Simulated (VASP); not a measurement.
# Ge (P4_32_12) in VASP: notebook

The runs below take Ge through single point, with PBEsol, LDA.

Program: VASP 6.6.1. These are calculated values, not measurements. Logs are shortened: lines on timing, memory, paths and dates and some standing lists are left out, and cuts for length are marked.

## Step 1: The cell of the first run

Symmetry: P4_32_12, No. 96, tetragonal system. Conventional cell: a = 5.921 Å, b = 5.921 Å, c = 6.998 Å, α = 90.00°, β = 90.00°, γ = 90.00°. Within 3.3 Å of Ge (site symmetry 2) lie 4 Ge at 2.49 Å. Within 3.3 Å of Ge (site symmetry 1) lie 4 Ge at 2.49 to 2.51 Å.

## Step 2: Single point, PBEsol

Input file INCAR:

```
PREC     = Accurate       # precision mode
ENCUT    = 520            # plane-wave cutoff, eV
EDIFF    = 1E-6           # SCF threshold, eV
ISMEAR   = -1             # smearing method
SIGMA    = 0.02           # smearing width, eV
LREAL    = F              # projectors in reciprocal space
LASPH    = T              # aspherical terms in the spheres
NELM     = 100            # most SCF steps
ALGO     = Normal         # electronic algorithm
ISIF     = 2              # what is computed and relaxed
LWAVE    = F              # write WAVECAR
LCHARG   = F              # write CHGCAR
GGA      = PS             # functional
NBANDS   = 96             # bands
```

Input file KPOINTS:

```
Automatic mesh
0
Gamma
  4 4 4
```

Input file POSCAR:

```
Ge
1.0
    5.9212192522      0.0000000000      0.0000000000
    0.0000000000      5.9212192522      0.0000000000
    0.0000000000      0.0000000000      6.9983110437
Ge
12
Direct
    0.0884584888      0.0884584888      0.0000000000
    0.4115415112      0.5884584888      0.7500000000
    0.9115415112      0.9115415112      0.5000000000
    0.5884584888      0.4115415112      0.2500000000
    0.1706697601      0.3691004233      0.2548340509
    0.1308995767      0.6706697601      0.0048340509
    0.8293302399      0.6308995767      0.7548340509
    0.8691004233      0.3293302399      0.5048340509
    0.6706697601      0.1308995767     -0.0048340509
    0.6308995767      0.8293302399      0.2451659491
    0.3293302399      0.8691004233      0.4951659491
    0.3691004233      0.1706697601      0.7451659491
```

Potentials or basis: VASP PAW PBE potentials, release 64 (Ge_d).

On the command line:

```
cat potpaw_PBE.64/Ge_d/POTCAR > POTCAR
mpirun -np 1 vasp_std > vasp.out
```

OUTCAR:

```text
PREC = Accurate
   ENCUT = 520
   EDIFF = 1E-6
   ISMEAR = -1
   LREAL = F
   LASPH = T
   NELM = 100
   ISIF = 2
   GGA = PS

 ion  position               nearest neighbor table
   1  0.088  0.088  0.000-   5 2.49  12 2.49   9 2.49   6 2.49
   2  0.412  0.588  0.750-   6 2.49  11 2.49   7 2.49  12 2.49
   3  0.912  0.912  0.500-   7 2.49  10 2.49   8 2.49  11 2.49
   4  0.588  0.412  0.250-   8 2.49   9 2.49   5 2.49  10 2.49
   5  0.171  0.369  0.255-   1 2.49   4 2.49   6 2.51   8 2.51
   6  0.131  0.671  0.005-   2 2.49   1 2.49   5 2.51   7 2.51
   7  0.829  0.631  0.755-   3 2.49   2 2.49   6 2.51   8 2.51
   8  0.869  0.329  0.505-   4 2.49   3 2.49   5 2.51   7 2.51
   9  0.671  0.131  0.995-   4 2.49   1 2.49  10 2.51  12 2.51
  10  0.631  0.829  0.245-   3 2.49   4 2.49   9 2.51  11 2.51
  11  0.329  0.869  0.495-   2 2.49   3 2.49  10 2.51  12 2.51
  12  0.369  0.171  0.745-   1 2.49   2 2.49   9 2.51  11 2.51

  LATTYP: Found a simple tetragonal cell.
 ALAT       =     5.9212192522
 C/A-ratio  =     1.1819037171

  Lattice vectors:

 A1 = (   5.9212192522,   0.0000000000,   0.0000000000)
 A2 = (   0.0000000000,   5.9212192522,   0.0000000000)
 A3 = (   0.0000000000,   0.0000000000,   6.9983110437)

Analysis of symmetry for initial positions (statically):
=====================================================================
 Subroutine PRICEL returns:
 Original cell was already a primitive cell.

 Routine SETGRP: Setting up the symmetry group for a
 simple tetragonal supercell.

 Subroutine GETGRP returns: Found  8 space group operations
 (whereof  2 operations were pure point group operations)
 out of a pool of 16 trial point group operations.

The static configuration has the point symmetry C_2 .
 The point group associated with its full space group is D_4 .

Analysis of symmetry for dynamics (positions and initial velocities):
=====================================================================
 Subroutine PRICEL returns:
 Original cell was already a primitive cell.

 Routine SETGRP: Setting up the symmetry group for a
 simple tetragonal supercell.

 Subroutine GETGRP returns: Found  8 space group operations
 (whereof  2 operations were pure point group operations)
 out of a pool of 16 trial point group operations.

The dynamic configuration has the point symmetry C_2 .
 The point group associated with its full space group is D_4 .

 Subroutine INISYM returns: Found  8 space group operations
 (whereof  2 operations are pure point group operations),
 and found     1 'primitive' translations

----------------------------------------------------------------------------------------

                                     Primitive cell

  volume of cell :     245.3666

  direct lattice vectors                    reciprocal lattice vectors
     5.921219252  0.000000000  0.000000000     0.168884136  0.000000000  0.000000000
     0.000000000  5.921219252  0.000000000     0.000000000  0.168884136  0.000000000
     0.000000000  0.000000000  6.998311044     0.000000000  0.000000000  0.142891620

  length of vectors
     5.921219252  5.921219252  6.998311044     0.168884136  0.168884136  0.142891620

  position of ions in fractional coordinates (direct lattice)
     0.088458489  0.088458489  0.000000000
     0.411541511  0.588458489  0.750000000
     0.911541511  0.911541511  0.500000000
     0.588458489  0.411541511  0.250000000
     0.170669760  0.369100423  0.254834051
     0.130899577  0.670669760  0.004834051
     0.829330240  0.630899577  0.754834051
     0.869100423  0.329330240  0.504834051
     0.670669760  0.130899577  0.995165949
     0.630899577  0.829330240  0.245165949
     0.329330240  0.869100423  0.495165949
     0.369100423  0.170669760  0.745165949

  ion indices of the primitive-cell ions
   primitive index   ion index
                 1           1
                 2           2
                 3           3
                 4           4
                 5           5
                 6           6
                 7           7
                 8           8
                 9           9
                10          10
                11          11
                12          12

----------------------------------------------------------------------------------------

 KPOINTS: Automatic mesh

Automatic generation of k-mesh.
 Grid dimensions read from file:
 generate k-points for:    4    4    4

 Generating k-lattice:

  Cartesian coordinates                     Fractional coordinates (reciprocal lattice)
     0.042221034  0.000000000  0.000000000     0.250000000  0.000000000  0.000000000
     0.000000000  0.042221034  0.000000000     0.000000000  0.250000000  0.000000000
     0.000000000  0.000000000  0.035722905     0.000000000  0.000000000  0.250000000

  Length of vectors
     0.042221034  0.042221034  0.035722905

  Shift w.r.t. Gamma in fractional coordinates (k-lattice)
     0.000000000  0.000000000  0.000000000

[... 43 lines left out ...]
   TEBEG  =    0.0;   TEEND  =   0.0 temperature during run
   PSTRESS=    0.0 pullay stress
   NELECT =     168.0000    total number of electrons
   NUPDOWN=      -1.0000    fix difference up-down
   EMIN   =  10.00;   EMAX   =-10.00  energy-range for DOS
   EFERMI =   0.00;   METHOD = LEGACY
   ISMEAR =    -1;   SIGMA  =   0.02  broadening in eV -4-tet -1-fermi 0-gaus
   EFERMI_NEDOS =   21; number of points for ismear=-14 and -15
   IALGO  =     38    algorithm
   IMIX   =      4    mixing-type and parameters
     AMIX     =   0.40;   BMIX     =  1.00
     AMIX_MAG =   1.60;   BMIX_MAG =  1.00
  volume/ion in A,a.u.               =      20.45       137.98
  Fermi-wavevector in a.u.,A,eV,Ry     =   1.442911  2.726706 28.327206  2.081991
  Thomas-Fermi vector in A             =   2.561378
   LORBIT       =      0    0 simple, 1 ext, 2 COOP (PROOUT), +10 PAW based schemes
   GGA     = PS    functional components
   LHFCALC =     F    Hartree Fock is set to
   AEXX    =    0.0000 exact exchange contribution
   IVDW    =     0    specifies the selected vdW correction
   LEPSILON=     F    determine dielectric tensor
   LRPA    =     F    only Hartree local field effects (RPA)
 non-spin polarized calculation
  energy-cutoff  :      520.00
  volume of cell :      245.37
 maximum number of plane-waves:      6626
 NGX is ok and might be reduce to    48
   NGX = 23   NGY = 23   NGZ = 27

 number of electron     167.9999913 magnetization

 Free energy of the ion-electron system (eV)
  ---------------------------------------------------
  ext. energy  EPLUGINS =         0.00000000
  ---------------------------------------------------
  free energy    TOTEN  =       -57.95600483 eV

  energy without entropy =      -57.95600483  energy(sigma->0) =      -57.95600483

 E-fermi :   5.5275     XC(G=0): -10.8199

 val. band max:        5.1216504379   @ k =   0.5000   0.0000   0.0000
 cond. band min:       5.9413073239   @ k =   0.5000   0.0000   0.5000
 fundamental gap:      0.8196568860
 Fermi energy:         5.5275081512

 k-point     1 :       0.0000    0.0000    0.0000
  band No.  band energies     occupation
      1     -19.0885      2.00000
      2     -19.0612      2.00000
      3     -19.0612      2.00000
      4     -19.0430      2.00000
      5     -19.0430      2.00000
      6     -19.0420      2.00000
[... 88 lines left out ...]
     95      10.0341      0.00000
     96      10.0341      0.00000

 k-point     2 :       0.2500    0.0000    0.0000
  band No.  band energies     occupation
      1     -19.0819      2.00000
      2     -19.0642      2.00000
      3     -19.0586      2.00000
      4     -19.0522      2.00000
      5     -19.0436      2.00000
      6     -19.0428      2.00000
[... 1573 lines left out ...]
     95       9.2176      0.00000
     96       9.2176      0.00000

 k-point    18 :       0.5000    0.5000    0.5000
  band No.  band energies     occupation
      1     -19.0679      2.00000
      2     -19.0679      2.00000
      3     -19.0679      2.00000
      4     -19.0679      2.00000
      5     -19.0352      2.00000
      6     -19.0352      2.00000
[... 88 lines left out ...]
     95       9.2800      0.00000
     96       9.2800      0.00000

------------------------ aborting loop because EDIFF is reached ----------------------------------------

  FORCE on cell =-STRESS in cart. coord.  units (eV):
  Direction    XX          YY          ZZ          XY          YZ          ZX
  --------------------------------------------------------------------------------------
  -------------------------------------------------------------------------------------
  Total        0.0543886      0.0543886      0.0086578     -0.0000000      0.0000000      0.0000000
  in kB        0.3551424      0.3551424      0.0565331     -0.0000000      0.0000000      0.0000000
  external PRESSURE =       0.2556060 kB  Pullay stress =       0.0000000 kB

 VOLUME and BASIS-vectors are now :
 -----------------------------------------------------------------------------
  energy-cutoff  :      520.00
  volume of cell :      245.37
      direct lattice vectors                 reciprocal lattice vectors
     5.921219252  0.000000000  0.000000000     0.168884136  0.000000000  0.000000000
     0.000000000  5.921219252  0.000000000     0.000000000  0.168884136  0.000000000
     0.000000000  0.000000000  6.998311044     0.000000000  0.000000000  0.142891620

 POSITION                                       TOTAL-FORCE (eV/Angst)
 -----------------------------------------------------------------------------------
      0.52378      0.52378      0.00000        -0.002272     -0.002272     -0.000000
      2.43683      3.48439      5.24873         0.002272     -0.002272     -0.000000
      5.39744      5.39744      3.49916         0.002272      0.002272     -0.000000
      3.48439      2.43683      1.74958        -0.002272      0.002272     -0.000000
      1.01057      2.18552      1.78341         0.001842     -0.001241     -0.003880
      0.77509      3.97118      0.03383         0.001241      0.001842     -0.003880
      4.91065      3.73569      5.28256        -0.001842      0.001241     -0.003880
      5.14613      1.95004      3.53299        -0.001241     -0.001842     -0.003880
      3.97118      0.77509      6.96448         0.001842      0.001241      0.003880
      3.73569      4.91065      1.71575         0.001241     -0.001842      0.003880
      1.95004      5.14613      3.46533        -0.001842     -0.001241      0.003880
      2.18552      1.01057      5.21490        -0.001241      0.001842      0.003880
 -----------------------------------------------------------------------------------
    total drift:                                0.000001     -0.000001      0.000000

  FREE ENERGIE OF THE ION-ELECTRON SYSTEM (eV)
  ---------------------------------------------------
  free  energy   TOTEN  =       -57.9560048279 eV

  energy  without entropy=      -57.9560048277  energy(sigma->0) =      -57.95600483
```

Run time: 8 min. Hardware: 1 thread of Intel Xeon Platinum 8259CL at 2.50GHz (Skylake/Cascade Lake), shared host; peak memory 0.48 GiB.

What came out:

```
Free energy            : -57.9560 eV
Pressure               : 0.0 GPa
Largest force          : 0.004 eV/Å
Band gap on the k mesh : 0.82 eV (least direct gap 1.23 eV)
```

Forces in eV/Å, atoms in the order of the input:
```
Ge  -0.002 -0.002  0.000
Ge   0.002 -0.002  0.000
Ge   0.002  0.002  0.000
Ge  -0.002  0.002  0.000
Ge   0.002 -0.001 -0.004
Ge   0.001  0.002 -0.004
Ge  -0.002  0.001 -0.004
Ge  -0.001 -0.002 -0.004
Ge   0.002  0.001  0.004
Ge   0.001 -0.002  0.004
Ge  -0.002 -0.001  0.004
Ge  -0.001  0.002  0.004
```

Caveat: the PAW data sets were made with another functional, which shifts forces and pressure a little.

## Step 3: Single point, LDA

This run uses another cell than the first one, of 20.93 Å³/atom.

Input file INCAR:

```
  ALGO = Normal
  EDIFF = 1E-6
  ENCUT = 520
  GGA = CA
  ISIF = 2
  ISMEAR = 0
  LASPH = T
  LCHARG = F
  LREAL = F
  LWAVE = F
  NBANDS = 96
  NELM = 100
  PREC = Accurate
  SIGMA = 0.01
```

Input file KPOINTS:

```
k-points
0
Gamma
  4 4 4
```

Input file POSCAR:

```
Ge
1.0
    5.9474039934      0.0000000000      0.0000000000
    0.0000000000      5.9474039934      0.0000000000
    0.0000000000      0.0000000000      7.1013374011
Ge
12
Direct
    0.0846255910      0.0846255910      0.0000000000
    0.4153744090      0.5846255910      0.7500000000
    0.9153744090      0.9153744090      0.5000000000
    0.5846255910      0.4153744090      0.2500000000
    0.1687718616      0.3723586903      0.2435346964
    0.1276413097      0.6687718616     -0.0064653036
    0.8312281384      0.6276413097      0.7435346964
    0.8723586903      0.3312281384      0.4935346964
    0.6687718616      0.1276413097      0.0064653036
    0.6276413097      0.8312281384      0.2564653036
    0.3312281384      0.8723586903      0.5064653036
    0.3723586903      0.1687718616      0.7564653036
```

Potentials or basis: VASP PAW LDA potentials, release 64 (Ge_d).

On the command line:

```
cat potpaw_LDA.64/Ge_d/POTCAR > POTCAR
mpirun -np 1 vasp_std > vasp.out
```

It took 3.4 min on 1 thread of Intel Xeon 6975P-C (Granite Rapids), shared host; peak memory 0.43 GiB.

The run converged. Its results:

```
Free energy            : -60.9101 eV
Pressure               : -2.4 GPa
Largest force          : 0.055 eV/Å
Band gap on the k mesh : 0.91 eV (least direct gap 1.20 eV)
```

Forces in eV/Å, atoms in the order of the input:
```
Ge   0.019  0.019  0.000
Ge  -0.019  0.019  0.000
Ge  -0.019 -0.019  0.000
Ge   0.019 -0.019  0.000
Ge  -0.030 -0.019  0.042
Ge   0.019 -0.030  0.042
Ge   0.030  0.019  0.042
Ge  -0.019  0.030  0.042
Ge  -0.030  0.019 -0.042
Ge   0.019  0.030 -0.042
Ge   0.030 -0.019 -0.042
Ge  -0.019 -0.030 -0.042
```

Stress tensor (GPa, compression positive):
```
-2.52  0.00  0.00
 0.00 -2.52  0.00
 0.00  0.00 -2.20
```

Levels at points of the mesh, in eV from the valence-band top:
```csv
k point,band 81,band 82,band 83,band 84,band 85,band 86,band 87,band 88
"(0.00, 0.00, 0.00)",-0.85,-0.80,-0.80,-0.12,1.54,1.77,1.77,2.70
"(0.50, 0.00, 0.00)",-0.51,-0.51,0.00,0.00,1.35,1.35,2.26,2.26
"(0.50, 0.50, 0.00)",-0.36,-0.36,0.00,0.00,1.20,1.20,1.65,1.65
"(0.00, 0.00, 0.50)",-1.00,-1.00,-0.63,-0.63,0.94,0.94,1.81,1.81
"(0.50, 0.00, 0.50)",-0.70,-0.70,-0.46,-0.46,0.91,0.91,1.46,1.46
"(0.50, 0.50, 0.50)",-0.90,-0.90,-0.90,-0.90,1.42,1.42,1.42,1.42
```

A k mesh can miss the band edges. Expect the measured gap to be larger: semilocal functionals such as LDA lack the derivative discontinuity.

## Step 4: Single point, LDA

This run uses another cell than the first one, of 19.93 Å³/atom.

Input file INCAR:

```
PREC = Accurate
ENCUT = 520
EDIFF = 1E-6
ISMEAR = -1
SIGMA = 0.02
LREAL = False
LASPH = True
NELM = 60
ALGO = Normal
ISIF = 2
LWAVE = False
LCHARG = False
GGA = CA
NBANDS = 96
```

Input file KPOINTS:

```
regular mesh
0
Gamma
  4 4 4
```

Input file POSCAR:

```
Ge
1.0
    5.8703063948      0.0000000000      0.0000000000
    0.0000000000      5.8703063948      0.0000000000
    0.0000000000      0.0000000000      6.9408594673
Ge
12
Direct
    0.0881660736      0.0881660736      0.0000000000
    0.4118339264      0.5881660736      0.7500000000
    0.9118339264      0.9118339264      0.5000000000
    0.5881660736      0.4118339264      0.2500000000
    0.1706566823      0.3696608416      0.2538111837
    0.1303391584      0.6706566823      0.0038111837
    0.8293433177      0.6303391584      0.7538111837
    0.8696608416      0.3293433177      0.5038111837
    0.6706566823      0.1303391584     -0.0038111837
    0.6303391584      0.8293433177      0.2461888163
    0.3293433177      0.8696608416      0.4961888163
    0.3696608416      0.1706566823      0.7461888163
```

On the command line:

```
cat potpaw_LDA.64/Ge_d/POTCAR > POTCAR
mpirun -np 1 vasp_std > vasp.out
```

It took 7.3 min on 1 thread of Intel Xeon Platinum 8488C (Sapphire Rapids), shared host; peak memory 0.42 GiB.

It converged, with:

| Quantity | Value |
| --- | --- |
| Free energy | -61.0106 eV |
| Pressure | 0.1 GPa |
| Largest force | 0.006 eV/Å |
| Band gap on the k mesh | 0.88 eV (least direct gap 1.27 eV) |

Forces in eV/Å, atoms in the order of the input:
```
Ge  -0.004 -0.004  0.000
Ge   0.004 -0.004  0.000
Ge   0.004  0.004  0.000
Ge  -0.004  0.004  0.000
Ge   0.002  0.000  0.005
Ge   0.000  0.002  0.005
Ge  -0.002  0.000  0.005
Ge   0.000 -0.002  0.005
Ge   0.002  0.000 -0.005
Ge   0.000 -0.002 -0.005
Ge  -0.002  0.000 -0.005
Ge   0.000  0.002 -0.005
```

Levels at points of the mesh, in eV from the valence-band top:
```csv
k point,band 81,band 82,band 83,band 84,band 85,band 86,band 87,band 88
"(0.00, 0.00, 0.00)",-0.99,-0.93,-0.93,-0.17,1.52,1.80,1.80,2.66
"(0.50, 0.00, 0.00)",-0.52,-0.52,0.00,0.00,1.34,1.34,2.38,2.38
"(0.50, 0.50, 0.00)",-0.30,-0.30,-0.01,-0.01,1.32,1.32,1.73,1.73
"(0.00, 0.00, 0.50)",-1.14,-1.14,-0.70,-0.70,0.88,0.88,1.60,1.60
"(0.50, 0.00, 0.50)",-0.75,-0.75,-0.50,-0.50,0.89,0.89,1.41,1.41
"(0.50, 0.50, 0.50)",-0.94,-0.94,-0.94,-0.94,1.33,1.33,1.33,1.33
```

A k mesh can miss the band edges.

## Step 5: Summary

| level | potentials or basis | cell | smearing | gap on the mesh (eV) | pressure (GPa) | largest force (eV/Å) |
| --- | --- | --- | --- | --- | --- | --- |
| PBEsol | VASP PAW PBE potentials, release 64 (Ge_d) | a = 5.921, b = 5.921, c = 6.998 Å, 12 atoms, atomic positions A | fermi-dirac 0.02 eV | 0.82 | 0.0 | - |
| LDA | VASP PAW LDA potentials, release 64 (Ge_d) | a = 5.947, b = 5.947, c = 7.101 Å, 12 atoms, atomic positions B | gaussian 0.01 eV | 0.91 | -2.4 | 0.06 |
| LDA | VASP PAW LDA potentials, release 64 (Ge_d) | a = 5.870, b = 5.870, c = 6.941 Å, 12 atoms, atomic positions A | fermi-dirac 0.02 eV | 0.88 | 0.1 | 0.01 |

Alike in all rows: task single point; no spin polarisation; k mesh 4 × 4 × 4; cutoff (eV) 520.

Caveats: the PAW data sets were made with another functional, which shifts forces and pressure a little (at least some runs).

Total energies depend on the potentials used, so only differences within one code and one set of settings carry meaning.
